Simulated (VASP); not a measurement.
# CdS (P6_3mc) in VASP: further runs, part 2 of 2

VASP 6.6.1. Earlier steps stand in the parts before.

## Step 3: Single point, LDA (zz strain of +2 %)

The input, INCAR:

```
PREC = Accurate ; ENCUT = 520
EDIFF = 1E-7 ; ISMEAR = -1
SIGMA = 0.02 ; LREAL = F
LASPH = T ; NELM = 60
ALGO = Normal ; ISIF = 2
LWAVE = F ; LCHARG = F
GGA = CA ; NBANDS = 26
```

The input, KPOINTS:

```
Automatic mesh
0
Gamma
  8 8 4
```

The input, POSCAR:

```
CdS
1.0
    4.1347992034      0.0000000000      0.0000000000
   -2.0673996017      3.5808411497      0.0000000000
    0.0000000000      0.0000000000      6.8839800000
Cd S
2 2
Direct
    0.3333333333      0.6666666667      0.0000000000
    0.6666666667      0.3333333333      0.5000000000
    0.3333333333      0.6666666667      0.3850000000
    0.6666666667      0.3333333333      0.8850000000
```

Potentials or basis: VASP PAW LDA potentials, release 64 (Cd, S).

Launch:

```sh
cat potpaw_LDA.64/Cd/POTCAR potpaw_LDA.64/S/POTCAR > POTCAR
mpirun -np 1 vasp_std > vasp.out
```

OUTCAR:

```text
PREC = Accurate
   ENCUT = 520
   EDIFF = 1E-7
   ISMEAR = -1
   LREAL = F
   LASPH = T
   NELM = 60
   ISIF = 2
   GGA = CA

 ion  position               nearest neighbor table
   1  0.333  0.667  0.000-   4 2.52   4 2.52   4 2.52   3 2.65
   2  0.667  0.333  0.500-   3 2.52   3 2.52   3 2.52   4 2.65
   3  0.333  0.667  0.385-   2 2.52   2 2.52   2 2.52   1 2.65
   4  0.667  0.333  0.885-   1 2.52   1 2.52   1 2.52   2 2.65

  LATTYP: Found a hexagonal cell.
 ALAT       =     4.1347992034
[... 888 lines left out ...]
     25       9.1360      0.00000
     26       9.1360      0.00000

 [... further k-points ...]
[... 5 lines left out ...]
  --------------------------------------------------------------------------------------
  -------------------------------------------------------------------------------------
  Total       -1.3470364     -1.3470364     -3.4074602      0.0000000      0.0000000      0.0000000
  in kB      -21.1743865    -21.1743865    -53.5626793      0.0000000      0.0000000      0.0000000
  external PRESSURE =     -31.9704841 kB  Pullay stress =       0.0000000 kB

 VOLUME and BASIS-vectors are now :
 -----------------------------------------------------------------------------
  energy-cutoff  :      520.00
  volume of cell :      101.92
      direct lattice vectors                 reciprocal lattice vectors
     4.134799203  0.000000000  0.000000000     0.241849713  0.139631997  0.000000000
    -2.067399602  3.580841150  0.000000000     0.000000000  0.279263994  0.000000000
     0.000000000  0.000000000  6.883980000     0.000000000  0.000000000  0.145264803

 POSITION                                       TOTAL-FORCE (eV/Angst)
 -----------------------------------------------------------------------------------
     -0.00000      2.38723      0.00000         0.000000      0.000000      0.307729
      2.06740      1.19361      3.44199        -0.000000      0.000000      0.307729
     -0.00000      2.38723      2.65033         0.000000      0.000000     -0.307729
      2.06740      1.19361      6.09232        -0.000000     -0.000000     -0.307729
 -----------------------------------------------------------------------------------
    total drift:                               -0.000000     -0.000000      0.000010

  FREE ENERGIE OF THE ION-ELECTRON SYSTEM (eV)
  ---------------------------------------------------
  free  energy   TOTEN  =       -14.7193733668 eV

  energy  without entropy=      -14.7193733668  energy(sigma->0) =      -14.71937337
```

OSZICAR:

```text
N       E                     dE             d eps       ncg     rms          rms(c)
DAV:   1     0.249538527134E+03    0.24954E+03   -0.17411E+04  1560   0.126E+03
DAV:   2    -0.136337415973E+01   -0.25090E+03   -0.24179E+03  1660   0.321E+02
DAV:   3    -0.156052456463E+02   -0.14242E+02   -0.14146E+02  1916   0.767E+01
DAV:   4    -0.157561472413E+02   -0.15090E+00   -0.15075E+00  1752   0.751E+00
DAV:   5    -0.157583945890E+02   -0.22473E-02   -0.22472E-02  1830   0.924E-01    0.109E+01
DAV:   6    -0.147676797490E+02    0.99071E+00   -0.18038E+00  2072   0.142E+01    0.853E+00
DAV:   7    -0.147329852544E+02    0.34694E-01   -0.58882E-01  1642   0.420E+00    0.367E+00
DAV:   8    -0.147213106042E+02    0.11675E-01   -0.85554E-02  1628   0.278E+00    0.470E-01
DAV:   9    -0.147194908524E+02    0.18198E-02   -0.14148E-02  1824   0.145E+00    0.125E-01
DAV:  10    -0.147193490497E+02    0.14180E-03   -0.90248E-04  1722   0.309E-01    0.866E-02
DAV:  11    -0.147193595446E+02   -0.10495E-04   -0.94065E-05  1716   0.579E-02    0.932E-02
DAV:  12    -0.147193597493E+02   -0.20473E-06   -0.11379E-06  1926   0.731E-03    0.103E-01
DAV:  13    -0.147193743890E+02   -0.14640E-04   -0.46503E-05  1584   0.561E-02    0.398E-02
DAV:  14    -0.147193733345E+02    0.10546E-05   -0.78271E-06  1714   0.348E-02    0.268E-02
DAV:  15    -0.147193733668E+02   -0.32326E-07   -0.59172E-07  1662   0.557E-03
   1 F= -.14719373E+02 E0= -.14719373E+02  d E =-.350380E-10
```

stdout:

```text
POSCAR found type information on POSCAR CdS
 POSCAR found :  2 types and       4 ions
 scaLAPACK will be used
 LDA part: xc-table for (Slater(with rela. corr.)+CA(PZ))
 , standard interpolation
 POSCAR, INCAR and KPOINTS ok, starting setup
 FFT: planning ... GRIDC
 FFT: planning ... GRID_SOFT
 FFT: planning ... GRID
 WAVECAR not read
 entering main loop
```

It took 2.4 min on 1 thread of AMD EPYC 7R43 (Zen 3), shared host; peak memory 0.18 GiB.

What came out:

```yaml
Free_energy: -14.7194 eV
Pressure: -3.2 GPa
Largest_force: 0.308 eV/Å
Band_gap_on_the_k_mesh: 0.91 eV, direct
```

Forces in eV/Å, atoms in the order of the input:
```
Cd   0.000  0.000  0.308
Cd   0.000  0.000  0.308
S    0.000  0.000 -0.308
S    0.000  0.000 -0.308
```

Caveat: the cell differs from its parent crystal (zz strain of +2 %).

## Step 4: Single point, LDA (volume scaled by 0.96)

The input, INCAR:

```
ALGO = Normal
EDIFF = 1E-7
ENCUT = 520
GGA = CA
ISIF = 2
ISMEAR = -1
LASPH = True
LCHARG = False
LREAL = False
LWAVE = False
NBANDS = 26
NELM = 100
PREC = Accurate
SIGMA = 0.02
```

The input, KPOINTS:

```
k-points
0
Gamma
  8 8 4
```

The input, POSCAR:

```
CdS
1.0
    4.0789166881      0.0000000000      0.0000000000
   -2.0394583441      3.5324454719      0.0000000000
    0.0000000000      0.0000000000      6.6577861159
Cd S
2 2
Direct
    0.3333333333      0.6666666667      0.0000000000
    0.6666666667      0.3333333333      0.5000000000
    0.3333333333      0.6666666667      0.3850000000
    0.6666666667      0.3333333333      0.8850000000
```

Potentials or basis: VASP PAW LDA potentials, release 64 (Cd, S).

Launch:

```sh
cat potpaw_LDA.64/Cd/POTCAR potpaw_LDA.64/S/POTCAR > POTCAR
mpirun -np 1 vasp_std > vasp.out
```

OUTCAR:

```text
EDIFF = 1E-7
   ENCUT = 520
   GGA = CA
   ISIF = 2
   ISMEAR = -1
   LASPH = True
   LREAL = False
   NELM = 100
   PREC = Accurate

 ion  position               nearest neighbor table
   1  0.333  0.667  0.000-   4 2.48   4 2.48   4 2.48   3 2.56
   2  0.667  0.333  0.500-   3 2.48   3 2.48   3 2.48   4 2.56
   3  0.333  0.667  0.385-   2 2.48   2 2.48   2 2.48   1 2.56
   4  0.667  0.333  0.885-   1 2.48   1 2.48   1 2.48   2 2.56

  LATTYP: Found a hexagonal cell.
[... 888 lines left out ...]
     25       9.7163      0.00000
     26       9.7163      0.00000

 [... further k-points ...]
[... 5 lines left out ...]
  --------------------------------------------------------------------------------------
  -------------------------------------------------------------------------------------
  Total        0.6724073      0.6724073     -0.8215753     -0.0000000      0.0000000      0.0000000
  in kB       11.2303391     11.2303391    -13.7216971     -0.0000000      0.0000000      0.0000000
  external PRESSURE =       2.9129937 kB  Pullay stress =       0.0000000 kB

 VOLUME and BASIS-vectors are now :
 -----------------------------------------------------------------------------
  energy-cutoff  :      520.00
  volume of cell :       95.93
      direct lattice vectors                 reciprocal lattice vectors
     4.078916688  0.000000000  0.000000000     0.245163134  0.141545002  0.000000000
    -2.039458344  3.532445472  0.000000000     0.000000000  0.283090003  0.000000000
     0.000000000  0.000000000  6.657786116     0.000000000  0.000000000  0.150200079

 POSITION                                       TOTAL-FORCE (eV/Angst)
 -----------------------------------------------------------------------------------
     -0.00000      2.35496      0.00000         0.000000     -0.000000      0.291066
      2.03946      1.17748      3.32889         0.000000      0.000000      0.291066
     -0.00000      2.35496      2.56325         0.000000      0.000000     -0.291066
      2.03946      1.17748      5.89214        -0.000000      0.000000     -0.291066
 -----------------------------------------------------------------------------------
    total drift:                               -0.000000      0.000000      0.000295

  FREE ENERGIE OF THE ION-ELECTRON SYSTEM (eV)
  ---------------------------------------------------
  free  energy   TOTEN  =       -14.7997427491 eV

  energy  without entropy=      -14.7997427491  energy(sigma->0) =      -14.79974275
```

stdout:

```text
POSCAR found type information on POSCAR CdS
 POSCAR found :  2 types and       4 ions
 scaLAPACK will be used
 LDA part: xc-table for (Slater(with rela. corr.)+CA(PZ))
 , standard interpolation
 POSCAR, INCAR and KPOINTS ok, starting setup
 FFT: planning ... GRIDC
 FFT: planning ... GRID_SOFT
 FFT: planning ... GRID
 WAVECAR not read
 entering main loop
```

It took 65 s on 1 thread of Intel Xeon Platinum 8375C at 2.90GHz (Ice Lake), shared host; peak memory 0.2 GiB.

Results:

```
Free energy            : -14.7997 eV
Pressure               : 0.3 GPa
Largest force          : 0.291 eV/Å
Band gap on the k mesh : 1.06 eV, direct
```

Forces in eV/Å, atoms in the order of the input:
```
Cd   0.000  0.000  0.291
Cd   0.000  0.000  0.291
S    0.000  0.000 -0.291
S    0.000  0.000 -0.291
```

Stress tensor (GPa, compression positive):
```
 1.12  0.00  0.00
 0.00  1.12  0.00
 0.00  0.00 -1.37
```

Levels at points of the mesh, in eV from the valence-band top:
```csv
k point,band 15,band 16,band 17,band 18,band 19,band 20,band 21,band 22
"(0.00, 0.00, 0.00)",-0.77,-0.05,0.00,0.00,1.06,2.55,6.29,6.29
"(0.50, 0.00, 0.00)",-2.80,-2.05,-1.36,-0.92,3.61,3.64,4.88,6.34
"(0.00, 0.00, 0.50)",-0.40,-0.40,-0.40,-0.40,2.69,2.69,5.96,5.96
"(0.50, 0.00, 0.50)",-1.51,-1.51,-1.40,-1.40,3.30,3.30,5.14,5.14
```

## Step 5: Summary

| cell | gap on the mesh (eV) | pressure (GPa) | largest force (eV/Å) |
| --- | --- | --- | --- |
| a = 4.135, b = 4.135, c = 6.816 Å, angles 90.0, 90.0, 120.0°, 4 atoms | 0.94 | -2.7 | 0.28 |
| a = 4.135, b = 4.135, c = 6.884 Å, angles 90.0, 90.0, 120.0°, 4 atoms | 0.91 | -3.2 | 0.31 |
| a = 4.079, b = 4.079, c = 6.658 Å, angles 90.0, 90.0, 120.0°, 4 atoms | 1.06 | 0.3 | 0.29 |

Alike in all rows: task single point; level LDA; potentials or basis VASP PAW LDA potentials, release 64 (Cd, S); no spin polarisation; k mesh 8 × 8 × 4; cutoff (eV) 520; smearing fermi-dirac 0.02 eV.

Absolute energies hang on the potentials; compare differences alone.
